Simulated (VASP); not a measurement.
# Ba4Er (Pm-3m) in VASP: single point with PBE

Aim: the single point of Ba4Er with PBE.

Program: VASP 6.6.1. These are calculated values, not measurements. Logs are shortened: lines on timing, memory, paths and dates and some standing lists are left out, and cuts for length are marked.

## (1) The cell of the first run

The structure is cubic, space group Pm-3m (No. 221). Conventional cell: a = 6.695 Å, b = 6.695 Å, c = 6.695 Å, α = 90.00°, β = 90.00°, γ = 90.00°. Within 4.4 Å of Ba (site symmetry 4/mmm) lie 2 Er at 3.35 Å. Er (site symmetry m-3m) has 6 Ba at 3.35 Å within 4.4 Å.

The cell was generated, and may not be a known phase.

## (2) Single point, PBE

The input, INCAR:

```
PREC = Accurate ; ENCUT = 500
EDIFF = 1E-6 ; ISMEAR = 0
SIGMA = 0.1 ; LREAL = F
LASPH = T ; NELM = 200
ALGO = Normal ; ISIF = 2
LWAVE = F ; LCHARG = F
GGA = PE ; NBANDS = 32
GGA_COMPAT = F ; LMAXMIX = 6
```

The input, KPOINTS:

```
Automatic mesh
0
Gamma
  4 4 4
```

The input, POSCAR:

```
Ba4Er
1.0
    6.6951608116      0.0000000000      0.0000000000
    0.0000000000      6.6951608116      0.0000000000
    0.0000000000      0.0000000000      6.6951608116
Ba Er
4 1
Direct
    0.0000000000      0.5000000000      0.5000000000
    0.5000000000      0.0000000000      0.5000000000
    0.5000000000      0.5000000000      0.0000000000
    0.0000000000      0.0000000000      0.0000000000
    0.5000000000      0.5000000000      0.5000000000
```

Potentials or basis: VASP PAW PBE potentials, release 64 (Ba_sv, Er_3), 4f in core.

On the command line:

```bash
$ cat potpaw_PBE.64/Ba_sv/POTCAR potpaw_PBE.64/Er_3/POTCAR > POTCAR
$ mpirun -np 1 vasp_std > vasp.out
```

OUTCAR:

```text
PREC = Accurate
   ENCUT = 500
   EDIFF = 1E-6
   ISMEAR = 0
   LREAL = F
   LASPH = T
   NELM = 200
   ISIF = 2
   GGA = PE

 ion  position               nearest neighbor table
   1  0.000  0.500  0.500-   5 3.35   5 3.35   4 4.73   2 4.73   3 4.73   4 4.73   2 4.73   4 4.73
                             4 4.73   2 4.73   3 4.73   3 4.73   3 4.73   2 4.73
   2  0.500  0.000  0.500-   5 3.35   5 3.35   4 4.73   1 4.73   3 4.73   4 4.73   1 4.73   3 4.73
                             3 4.73   3 4.73   1 4.73   4 4.73   4 4.73   1 4.73
   3  0.500  0.500  0.000-   5 3.35   5 3.35   4 4.73   1 4.73   1 4.73   2 4.73   2 4.73   2 4.73
                             4 4.73   2 4.73   1 4.73   4 4.73   1 4.73   4 4.73
   4  0.000  0.000  0.000-   1 4.73   2 4.73   3 4.73   1 4.73   2 4.73   1 4.73   3 4.73   1 4.73
                             2 4.73   3 4.73   2 4.73   3 4.73
   5  0.500  0.500  0.500-   1 3.35   2 3.35   3 3.35   3 3.35   2 3.35   1 3.35

  LATTYP: Found a simple cubic cell.
 ALAT       =     6.6951608116

  Lattice vectors:

 A1 = (   6.6951608116,   0.0000000000,   0.0000000000)
 A2 = (   0.0000000000,   6.6951608116,   0.0000000000)
 A3 = (   0.0000000000,   0.0000000000,   6.6951608116)

Analysis of symmetry for initial positions (statically):
=====================================================================
 Subroutine PRICEL returns:
 Original cell was already a primitive cell.

 Routine SETGRP: Setting up the symmetry group for a
 simple cubic supercell.

 Subroutine GETGRP returns: Found 48 space group operations
 (whereof 48 operations were pure point group operations)
 out of a pool of 48 trial point group operations.

The static configuration has the point symmetry O_h .

Analysis of symmetry for dynamics (positions and initial velocities):
=====================================================================
 Subroutine PRICEL returns:
 Original cell was already a primitive cell.

 Routine SETGRP: Setting up the symmetry group for a
 simple cubic supercell.

 Subroutine GETGRP returns: Found 48 space group operations
 (whereof 48 operations were pure point group operations)
 out of a pool of 48 trial point group operations.

The dynamic configuration has the point symmetry O_h .

 Subroutine INISYM returns: Found 48 space group operations
 (whereof 48 operations are pure point group operations),
 and found     1 'primitive' translations

----------------------------------------------------------------------------------------

                                     Primitive cell

  volume of cell :     300.1118

  direct lattice vectors                    reciprocal lattice vectors
     6.695160812  0.000000000  0.000000000     0.149361610  0.000000000  0.000000000
     0.000000000  6.695160812  0.000000000     0.000000000  0.149361610  0.000000000
     0.000000000  0.000000000  6.695160812     0.000000000  0.000000000  0.149361610

  length of vectors
     6.695160812  6.695160812  6.695160812     0.149361610  0.149361610  0.149361610

  position of ions in fractional coordinates (direct lattice)
     0.000000000  0.500000000  0.500000000
     0.500000000  0.000000000  0.500000000
     0.500000000  0.500000000  0.000000000
     0.000000000  0.000000000  0.000000000
     0.500000000  0.500000000  0.500000000

  ion indices of the primitive-cell ions
   primitive index   ion index
                 1           1
                 2           2
                 3           3
                 4           4
                 5           5

----------------------------------------------------------------------------------------

 KPOINTS: Automatic mesh

Automatic generation of k-mesh.
 Grid dimensions read from file:
 generate k-points for:    4    4    4

 Generating k-lattice:

  Cartesian coordinates                     Fractional coordinates (reciprocal lattice)
     0.037340403  0.000000000  0.000000000     0.250000000  0.000000000  0.000000000
     0.000000000  0.037340403  0.000000000     0.000000000  0.250000000  0.000000000
     0.000000000  0.000000000  0.037340403     0.000000000  0.000000000  0.250000000

  Length of vectors
     0.037340403  0.037340403  0.037340403

  Shift w.r.t. Gamma in fractional coordinates (k-lattice)
     0.000000000  0.000000000  0.000000000

 Subroutine IBZKPT returns following result:
 ===========================================

 Found     10 irreducible k-points:

 Following reciprocal coordinates:
            Coordinates               Weight
  0.000000  0.000000  0.000000      1.000000
  0.250000  0.000000  0.000000      6.000000
  0.500000  0.000000  0.000000      3.000000
  0.250000  0.250000  0.000000     12.000000
  0.500000  0.250000  0.000000     12.000000
  0.500000  0.500000  0.000000      3.000000
  0.250000  0.250000  0.250000      8.000000
  0.500000  0.250000  0.250000     12.000000
  0.500000  0.500000  0.250000      6.000000
  0.500000  0.500000  0.500000      1.000000
   k-points           NKPTS =     10   k-points in BZ     NKDIM =     10   number of bands    NBANDS=     32
   number of dos      NEDOS =    301   number of ions     NIONS =      5
   total plane-waves  NPLWV = 125000
   dimension x,y,z NGX =    50 NGY =   50 NGZ =   50
   dimension x,y,z NGXF=   100 NGYF=  100 NGZF=  100
   ions per type =               4   1
   NGX,Y,Z   is equivalent  to a cutoff of  12.42, 12.42, 12.42 a.u.
   NGXF,Y,Z  is equivalent  to a cutoff of  24.83, 24.83, 24.83 a.u.
 SYSTEM =  unknown system
   PREC   = accura    normal or accurate (medium, high low for compatibility)
   ISTART =      0    job   : 0-new  1-cont  2-samecut
   ICHARG =      2    charge: 1-file 2-atom 10-const
   ISPIN  =      1    spin polarized calculation?
   LNONCOLLINEAR =      F non collinear calculations
   LSORBIT =      F    spin-orbit coupling
   LASPH  =      T    aspherical Exc in radial PAW
   ENCUT  =  500.0 eV  36.75 Ry    6.06 a.u.  12.21 12.21 12.21*2*pi/ulx,y,z
   NELM   =    200;   NELMIN=  2; NELMDL= -5     # of ELM steps
   EDIFF  = 0.1E-05   stopping-criterion for ELM
   LREAL  =      F    real-space projection
   EDIFFG = 0.1E-04   stopping-criterion for IOM
   NSW    =      0    number of steps for IOM
   IBRION =     -1    ionic relax: 0-MD 1-quasi-New 2-CG
   NFREE  =      0    steps in history (QN), initial steepest desc. (CG)
   ISIF   =      2    stress and relaxation
   ISYM   =      2    0-nonsym 1-usesym 2-fastsym
   POTIM  = 0.5000    time-step for ionic-motion
   TEBEG  =    0.0;   TEEND  =   0.0 temperature during run
   PSTRESS=    0.0 pullay stress
   NELECT =      49.0000    total number of electrons
   NUPDOWN=      -1.0000    fix difference up-down
   EMIN   =  10.00;   EMAX   =-10.00  energy-range for DOS
   EFERMI =   0.00;   METHOD = LEGACY
   ISMEAR =     0;   SIGMA  =   0.10  broadening in eV -4-tet -1-fermi 0-gaus
   EFERMI_NEDOS =   21; number of points for ismear=-14 and -15
   IALGO  =     38    algorithm
   IMIX   =      4    mixing-type and parameters
     AMIX     =   0.40;   BMIX     =  1.00
     AMIX_MAG =   1.60;   BMIX_MAG =  1.00
  volume/ion in A,a.u.               =      60.02       405.05
  Fermi-wavevector in a.u.,A,eV,Ry     =   0.894772  1.690874 10.893061  0.800617
  Thomas-Fermi vector in A             =   2.017020
   LORBIT       =      0    0 simple, 1 ext, 2 COOP (PROOUT), +10 PAW based schemes
   GGA     = PE    functional components
   LHFCALC =     F    Hartree Fock is set to
   AEXX    =    0.0000 exact exchange contribution
   IVDW    =     0    specifies the selected vdW correction
   LEPSILON=     F    determine dielectric tensor
   LRPA    =     F    only Hartree local field effects (RPA)
 non-spin polarized calculation
 Gauss-broadening in eV      SIGMA  =   0.10
  energy-cutoff  :      500.00
  volume of cell :      300.11
 maximum number of plane-waves:      7689
 NGX is ok and might be reduce to    50
   NGX = 25   NGY = 25   NGZ = 25

 number of electron      48.9999996 magnetization

 Free energy of the ion-electron system (eV)
  ---------------------------------------------------
  ext. energy  EPLUGINS =         0.00000000
  ---------------------------------------------------
  free energy    TOTEN  =        -9.83759033 eV

  energy without entropy =       -9.77950359  energy(sigma->0) =       -9.80854696

 E-fermi :   1.2983     XC(G=0):  -7.3980

 val. band max:        1.2951792758   @ k =   0.5000   0.5000   0.0000
 cond. band min:       1.3111272178   @ k =   0.5000   0.0000   0.0000
 fundamental gap:      0.0159479419
 Fermi energy:         1.2983311701

 k-point     1 :       0.0000    0.0000    0.0000
  band No.  band energies     occupation
      1     -28.0425      2.00000
      2     -27.0104      2.00000
      3     -26.9909      2.00000
      4     -26.9909      2.00000
      5     -23.8301      2.00000
      6     -23.8301      2.00000
[... 24 lines left out ...]
     31       2.6955      0.00000
     32       3.0301      0.00000

 k-point     2 :       0.2500    0.0000    0.0000
  band No.  band energies     occupation
      1     -28.0425      2.00000
      2     -27.0095      2.00000
      3     -26.9964      2.00000
      4     -26.9908      2.00000
      5     -23.8301      2.00000
      6     -23.8301      2.00000
[... 24 lines left out ...]
     31       2.5209      0.00000
     32       2.8101      0.00000
[... 243 lines left out ...]
     31       2.7369      0.00000
     32       3.0964      0.00000

 k-point    10 :       0.5000    0.5000    0.5000
  band No.  band energies     occupation
      1     -28.0423      2.00000
      2     -27.0065      2.00000
      3     -27.0065      2.00000
      4     -27.0065      2.00000
      5     -23.8077      2.00000
      6     -23.8077      2.00000
[... 24 lines left out ...]
     31       3.0982      0.00000
     32       3.2232      0.00000

------------------------ aborting loop because EDIFF is reached ----------------------------------------

  FORCE on cell =-STRESS in cart. coord.  units (eV):
  Direction    XX          YY          ZZ          XY          YZ          ZX
  --------------------------------------------------------------------------------------
  -------------------------------------------------------------------------------------
  Total        0.7555958      0.7555958      0.7555958     -0.0000000     -0.0000000      0.0000000
  in kB        4.0338250      4.0338250      4.0338250     -0.0000000     -0.0000000      0.0000000
  external PRESSURE =       4.0338250 kB  Pullay stress =       0.0000000 kB

 VOLUME and BASIS-vectors are now :
 -----------------------------------------------------------------------------
  energy-cutoff  :      500.00
  volume of cell :      300.11
      direct lattice vectors                 reciprocal lattice vectors
     6.695160812  0.000000000  0.000000000     0.149361610  0.000000000  0.000000000
     0.000000000  6.695160812  0.000000000     0.000000000  0.149361610  0.000000000
     0.000000000  0.000000000  6.695160812     0.000000000  0.000000000  0.149361610

 POSITION                                       TOTAL-FORCE (eV/Angst)
 -----------------------------------------------------------------------------------
      0.00000      3.34758      3.34758         0.000000      0.000000      0.000000
      3.34758      0.00000      3.34758         0.000000      0.000000      0.000000
      3.34758      3.34758      0.00000         0.000000      0.000000      0.000000
      0.00000      0.00000      0.00000         0.000000      0.000000      0.000000
      3.34758      3.34758      3.34758         0.000000      0.000000      0.000000
 -----------------------------------------------------------------------------------
    total drift:                                0.000000     -0.000000      0.000000

  FREE ENERGIE OF THE ION-ELECTRON SYSTEM (eV)
  ---------------------------------------------------
  free  energy   TOTEN  =        -9.8375903349 eV

  energy  without entropy=       -9.7795035929  energy(sigma->0) =       -9.80854696
```

Run time: 72 s. Hardware: 1 thread of Intel Xeon Platinum 8488C (Sapphire Rapids), shared host; peak memory 0.38 GiB.

What came out:

- Free energy: -9.8376 eV
- Pressure: 0.4 GPa
- Band gap on the k mesh: zero (an odd number of electrons rules out a gap without spin polarisation)

Levels at points of the mesh, in eV from the Fermi level:
| k point | band 23 | band 24 | band 25 | band 26 | band 27 | band 28 |
| --- | --- | --- | --- | --- | --- | --- |
| (0.00, 0.00, 0.00) | -0.65 | -0.65 | -0.32 | -0.32 | 0.38 | 0.38 |
| (0.50, 0.00, 0.00) | -0.03 | -0.03 | 0.01 | 0.28 | 0.34 | 0.76 |
| (0.50, 0.50, 0.00) | -0.47 | 0.00 | 0.00 | 0.62 | 0.81 | 1.10 |
| (0.50, 0.50, 0.50) | -0.52 | -0.01 | 0.54 | 0.54 | 0.54 | 1.65 |

Caveat: spin-orbit coupling is left out, which moves the levels of the heavy elements; the 4f electrons are frozen in the core, so they carry no moment and show no levels. Spin polarisation is off, so any magnetic state and its effect on volume and gap are missing.
